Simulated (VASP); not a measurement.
# AlN: single point with PBE

Crystal: AlN.

```
Al N
1.0
     0.00000    2.20150    2.20150
     2.20150    0.00000    2.20150
     2.20150    2.20150    0.00000
Al N
1 1
Direct
  0.00000 0.00000 0.00000
  0.25000 0.25000 0.25000
```

This cell differs from its parent crystal: volume scaled by 1.000 of the coarse rest volume.

```json
{
  "Program": "VASP 6.6.1",
  "Task": "single point",
  "Functional": "PBE",
  "Potentials or basis": "VASP PAW PBE potentials, release 64 (Al, N)",
  "Cutoff": "600 eV",
  "k mesh": "6 × 6 × 6",
  "Occupations": "gaussian, width 0.02 eV",
  "Spin": "no spin polarisation"
}
```

```yaml
Pressure: -0.4 GPa
Band_gap_on_the_k_mesh: 3.30 eV, indirect (least direct gap 3.98 eV)
```

Levels at points of the mesh, in eV from the valence-band top:
| k point | band 1 | band 2 | band 3 | band 4 | band 5 | band 6 | band 7 | band 8 | band 9 |
| --- | --- | --- | --- | --- | --- | --- | --- | --- | --- |
| (0.00, 0.00, 0.00) | -14.84 | 0.00 | 0.00 | 0.00 | 3.98 | 12.32 | 12.32 | 12.32 | 17.50 |
| (0.50, 0.00, 0.00) | -12.87 | -5.76 | -0.48 | -0.48 | 7.16 | 9.70 | 10.99 | 10.99 | 17.67 |
| (0.50, 0.50, 0.00) | -12.25 | -4.83 | -1.75 | -1.75 | 3.30 | 8.47 | 13.64 | 15.44 | 15.44 |

It took 3.8 s on 1 thread of Intel(R) Xeon(R) Platinum 8559C (Emerald Rapids), with other jobs on the host, peak memory 0.14 GiB.

 A k mesh can miss the band edges.
